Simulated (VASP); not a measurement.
# Ru (P6_3/mmc) in VASP: further runs, part 2 of 2

VASP 6.6.1.

## 3. Vibrations by perturbation theory, PBEsol

INCAR

```
SYSTEM = Ru
  PREC = Accurate
  ENCUT = 520
  EDIFF = 1E-8
  ISMEAR = -1
  SIGMA = 0.15
  LREAL = .FALSE.
  LASPH = .TRUE.
  NELM = 80
  ALGO = Normal
  ISIF = 2
  LWAVE = .FALSE.
  LCHARG = .FALSE.
  GGA = PS
  NBANDS = 21
  IBRION = 8
  NSW = 1
```

KPOINTS

```
Automatic mesh
0
G
  18 18 10
  0 0 0
```

POSCAR

```
Ru
1.0
    2.6916927099      0.0000000000      0.0000000000
   -1.3458463550      2.3310742660      0.0000000000
    0.0000000000      0.0000000000      4.2517439369
Ru
2
Direct
    0.3333333333      0.6666666667      0.2500000000
    0.6666666667      0.3333333333      0.7500000000
```

Potentials or basis: VASP PAW PBE potentials, release 64 (Ru_pv).

On the command line:

```sh
$ cat potpaw_PBE.64/Ru_pv/POTCAR > POTCAR
$ mpirun -np 1 vasp_std > vasp.out
```

OUTCAR:

```text
SYSTEM = Ru
   PREC = Accurate
   ENCUT = 520
   EDIFF = 1E-8
   ISMEAR = -1
   LREAL = .FALSE.
   LASPH = .TRUE.
   NELM = 80
   ISIF = 2
   GGA = PS
   IBRION = 8
   NSW = 1

 ion  position               nearest neighbor table
   1  0.333  0.667  0.250-   2 2.63   2 2.63   2 2.63   2 2.63   2 2.63   2 2.63
   2  0.667  0.333  0.750-   1 2.63   1 2.63   1 2.63   1 2.63   1 2.63   1 2.63

  LATTYP: Found a hexagonal cell.
 ALAT       =     2.6916927099
 C/A-ratio  =     1.5795799874

  Lattice vectors:

 A1 = (   2.6916927099,   0.0000000000,   0.0000000000)
 A2 = (  -1.3458463550,   2.3310742660,   0.0000000000)
 A3 = (   0.0000000000,   0.0000000000,   4.2517439369)

Analysis of symmetry for initial positions (statically):
=====================================================================
 Subroutine PRICEL returns:
 Original cell was already a primitive cell.

 Routine SETGRP: Setting up the symmetry group for a
 hexagonal supercell.

 Subroutine GETGRP returns: Found 24 space group operations
 (whereof 12 operations were pure point group operations)
 out of a pool of 24 trial point group operations.

The static configuration has the point symmetry D_3d.
 The point group associated with its full space group is D_6h.

Analysis of symmetry for dynamics (positions and initial velocities):
=====================================================================
 Subroutine PRICEL returns:
 Original cell was already a primitive cell.

 Routine SETGRP: Setting up the symmetry group for a
 hexagonal supercell.

[... 767 lines left out ...]
  ---------------------------------------------------
  free  energy   TOTEN  =       -20.4013855321 eV

  energy  without entropy=      -20.2807374286  energy(sigma->0) =      -20.34106148

[... ionic steps 2 to 3 ...]

--------------------------------------- Ionic step        4  -------------------------------------------

------------------------ aborting loop because EDIFF is reached ----------------------------------------

[... ionic steps 5 to 5 ...]

--------------------------------------- Ionic step        6  -------------------------------------------

 Free energy of the ion-electron system (eV)
  ---------------------------------------------------
  ---------------------------------------------------
  free energy    TOTEN  =        -0.74274557 eV

  energy without entropy =       -0.74274557

------------------------ aborting loop because EDIFF is reached ----------------------------------------

 INTERNAL STRAIN TENSOR  FOR ION    1  DIRECTION 3   (eV/Angst):
 -----------------------------------------------------------------------------
    -0.06170  0.00000 -0.00000
     0.00000 -0.06170 -0.00000
    -0.00000  0.00000  0.13025

 INTERNAL STRAIN TENSOR FOR ION    2 for displacements in x,y,z  (eV/Angst):
          X           Y           Z          XY          YZ          ZX
  --------------------------------------------------------------------------------
  x    -0.00000     0.00000     0.00000     3.00042     0.00000     0.00000
  y     3.00042    -3.00042    -0.00000     0.00000     0.00000     0.00000
  z    -0.00000     0.00000    -0.00000    -0.00000     0.00000    -0.00000

 SECOND DERIVATIVES (NOT SYMMETRIZED)
 ------------------------------------
               1X          1Y          1Z          2X          2Y          2Z
  1X    -7.420080    0.000000    0.000000    7.420080   -0.000000    0.000000
  1Y     0.000000   -7.420080    0.000000   -0.000000    7.420080    0.000000
  1Z    -0.000000    0.000000  -12.850293    0.000000    0.000000   12.850293
  2X     7.420080   -0.000000    0.000000   -7.420080    0.000000    0.000000
  2Y    -0.000000    7.420080    0.000000    0.000000   -7.420080    0.000000
  2Z     0.000000    0.000000   12.850293   -0.000000    0.000000  -12.850293

 Eigenvectors and eigenvalues of the dynamical matrix
 ----------------------------------------------------

   1 f  =    7.883355 THz    49.532582 2PiTHz  262.960427 cm-1    32.602923 meV
             X         Y         Z           dx          dy          dz
     -0.000000  1.554050  1.062936    -0.000000    0.000000   -0.707107
      1.345846  0.777025  3.188808     0.000000    0.000000    0.707107
[... 16 lines left out ...]
   5 f  =    0.000000 THz     0.000000 2PiTHz    0.000000 cm-1     0.000000 meV
             X         Y         Z           dx          dy          dz
     -0.000000  1.554050  1.062936     0.000000    0.000000    0.707107
      1.345846  0.777025  3.188808    -0.000000    0.000000    0.707107

   6 f/i=    0.000000 THz     0.000000 2PiTHz    0.000001 cm-1     0.000000 meV
             X         Y         Z           dx          dy          dz
     -0.000000  1.554050  1.062936    -0.029426    0.706494   -0.000000
      1.345846  0.777025  3.188808    -0.029426    0.706494    0.000000

--------------------------------------------------------------------------------------------------------

 ELASTIC MODULI CONTR FROM IONIC RELAXATION (kBar)
 Direction    XX          YY          ZZ          XY          YZ          ZX
 --------------------------------------------------------------------------------
 XX         -72.8649     72.8649      0.0000      0.0000      0.0000     -0.0000
 YY          72.8649    -72.8649     -0.0000      0.0000      0.0000      0.0000
 ZZ           0.0000     -0.0000     -0.0000      0.0000      0.0000     -0.0000
 XY           0.0000      0.0000      0.0000    -72.8649      0.0000     -0.0000
 YZ           0.0000      0.0000      0.0000      0.0000      0.0000      0.0000
 ZX          -0.0000      0.0000     -0.0000     -0.0000      0.0000     -0.0000
 --------------------------------------------------------------------------------
```

OSZICAR:

```text
N       E                     dE             d eps       ncg     rms          rms(c)
DAV:   1     0.286121895048E+03    0.28612E+03   -0.17523E+04  9332   0.148E+03
DAV:   2    -0.160598600595E+02   -0.30218E+03   -0.29299E+03  9599   0.446E+02
[... 58 lines left out ...]
RMM:  18    -0.742745592578E+00    0.19114E-07   -0.59018E-07 13348   0.135E-05    0.549E-07
RMM:  19    -0.742745571622E+00    0.20956E-07   -0.39743E-07 11164   0.110E-05    0.897E-07
RMM:  20    -0.742745568154E+00    0.34682E-08   -0.27882E-07 12074   0.963E-06    0.697E-07
RMM:  21    -0.742745569712E+00   -0.15580E-08   -0.18659E-07 22241   0.979E-06    0.195E-07
RMM:  22    -0.742745577506E+00   -0.77941E-08   -0.12469E-07 24314   0.946E-06    0.622E-07
RMM:  23    -0.742745574728E+00    0.27786E-08   -0.86647E-08 10030   0.741E-06    0.633E-07
 Linear response finished
```

It took 14 min on 1 thread of Intel Xeon 6975P-C, shared host; peak memory 0.99 GiB.

Results:

```
Highest phonon frequency at Γ : 263 cm⁻¹
```

Phonon frequencies in cm⁻¹ (negative: imaginary):
```tsv
q point	frequencies
(0.000, 0.000, 0.000)	0 0 0 200 200 263
```
